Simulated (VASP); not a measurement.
Set up this calculation in VASP 6.6.1, as the native input.

```yaml
Task: single point
Functional: PBE
Potentials_or_basis: VASP PAW PBE potentials, release 64 (Na_pv, F)
Cutoff: 520 eV
k_mesh: 10 × 10 × 10
Occupations: fermi-dirac, width 0.02 eV
Spin: no spin polarisation
Dipole_correction: no
Further_INCAR_settings: ALGO = Normal; EDIFF = 1e-07; NBANDS = 14
```

The structure of NaF lies in POSCAR:

```
NaF
1.0
    2.8348287998      0.0000000000      0.0000000000
    0.0000000000      2.7934852186      0.0000000000
    0.0000000000      0.0000000000      2.7934852186
Na F
1 1
Direct
    0.0000000000      0.0000000000      0.0000000000
    0.5000000000      0.5000000000      0.5000000000
```

This cell differs from its parent crystal: uniaxial x strain +1.5%.

These files were run (other wordings do the same):

INCAR

```
ALGO = Normal ; EDIFF = 1E-7
ENCUT = 520 ; GGA = PE
ISIF = 2 ; ISMEAR = -1
LASPH = T ; LCHARG = T
LELF = T ; LREAL = F
LVHAR = T ; LWAVE = F
NBANDS = 14 ; NELM = 80
PREC = Accurate ; SIGMA = 0.02
```

KPOINTS

```
k-points
0
Gamma
  10 10 10
```

Potentials or basis: VASP PAW PBE potentials, release 64 (Na_pv, F).

Command:

```console
$ cat potpaw_PBE.64/Na_pv/POTCAR potpaw_PBE.64/F/POTCAR > POTCAR
$ mpirun -np 1 vasp_std > vasp.out
```

Results of the run:

* Pressure: 3.3 GPa
* Band gap on the k mesh: 5.99 eV, indirect (least direct gap 6.31 eV)

Caveat: the cell differs from its parent crystal (uniaxial x strain +1.5%).

Wall time 18 s on 1 thread of Intel(R) Xeon(R) Platinum 8375C CPU @ 2.90GHz (Ice Lake), with other jobs on the host, peak memory 0.16 GiB.
